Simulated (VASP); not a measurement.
HfC: single point with LDA

The system is HfC.

```xyz
4
Lattice="3.2396 0.0000 0.0000 -1.6198 2.8056 0.0000 0.0000 0.0000 5.1353" Properties=species:S:1:pos:R:3 pbc="T T T"
Hf    1.6198    0.9352    3.8515
Hf    0.0000    1.8704    1.2838
C     0.0000    0.0000    0.0000
C     0.0000    0.0000    2.5677
```

```yaml
Program: VASP 6.6.1
Task: single point
Functional: LDA
Potentials_or_basis: VASP PAW LDA potentials, release 64 (Hf_pv, C)
Cutoff: 520 eV
k_mesh: 7 × 7 × 4
Occupations: fermi-dirac, width 0.05 eV
Spin: no spin polarisation
```

The pressure is 6.7 GPa. The band gap on the k mesh is zero (bands 14 and 15 overlap by 1.20 eV).

Stress tensor (GPa, compression positive):
```
6.64 0.00 0.00
0.00 6.64 0.00
0.00 0.00 6.78
```

Levels at points of the mesh, in eV from the Fermi level:
```
           k point  band 12  band 13  band 14  band 15  band 16  band 17
(0.00, 0.00, 0.00)    -1.14    -1.14     1.02     1.54     1.54     2.20
(0.00, 0.00, 0.50)    -2.65    -2.65    -2.65     4.30     4.30     4.30
```

Run time: 7.6 s on 1 thread of Intel(R) Xeon(R) 6975P-C (Granite Rapids), on a shared host, peak memory 0.15 GiB.

Caveat: the cell stands under pressure; spin-orbit coupling is left out, which moves the levels of the heavy elements.
